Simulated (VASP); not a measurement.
Be4Se3:

```
Be Se
1.0
     0.00000    3.87675    3.87675
     3.87675    0.00000    3.87675
     3.87675    3.87675    0.00000
Be Se
4 3
Direct
  0.10106 0.10106 0.10106
  0.10106 0.10106 0.69683
  0.10106 0.69683 0.10106
  0.69683 0.10106 0.10106
  0.25000 0.25000 0.25000
  0.75000 0.75000 0.75000
  0.50000 0.50000 0.50000
```

```yaml
Program: VASP 6.6.1
Task: relaxation of cell and atoms
Functional: PBE
Potentials_or_basis: VASP PAW PBE potentials, release 64 (Be, Se)
Cutoff: 600 eV
k_mesh: 4 × 4 × 4
Occupations: gaussian, width 0.1 eV
Spin: no spin polarisation
```

At the start: pressure 1.8 GPa; volume 16.65 Å³/atom.

Task: How do energy, volume and symmetry change on relaxing?

Result: Over 5 steps the energy falls by 30.6 meV/atom and the volume is 16.79 Å³/atom (+0.9 %); space group F-43m (No. 216, to 0.05 Å).

Step by step:
```
step  energy change (eV)  largest force (eV/Å)  pressure (GPa)  volume (Å³)
   1              0.0000                1.7151            1.75       116.53
   2             -0.1784                0.6087           -1.35       119.63
   3             -0.2114                0.0371           -0.69       118.73
   4             -0.2113                0.0694           -0.65       118.69
   5             -0.2144                0.0214           -0.08       117.55
```

Final structure:
```yaml
crystal:
  lattice:
    - [0.00000, 3.88808, 3.88808]
    - [3.88808, 0.00000, 3.88808]
    - [3.88808, 3.88808, 0.00000]
  atoms:
    - { symbol: Be, position: [0.09655, 0.09655, 0.09655] }
    - { symbol: Be, position: [0.09655, 0.09655, 0.71036] }
    - { symbol: Be, position: [0.09655, 0.71036, 0.09655] }
    - { symbol: Be, position: [0.71036, 0.09655, 0.09655] }
    - { symbol: Se, position: [0.25000, 0.25000, 0.25000] }
    - { symbol: Se, position: [0.75000, 0.75000, 0.75000] }
    - { symbol: Se, position: [0.50000, 0.50000, 0.50000] }
```
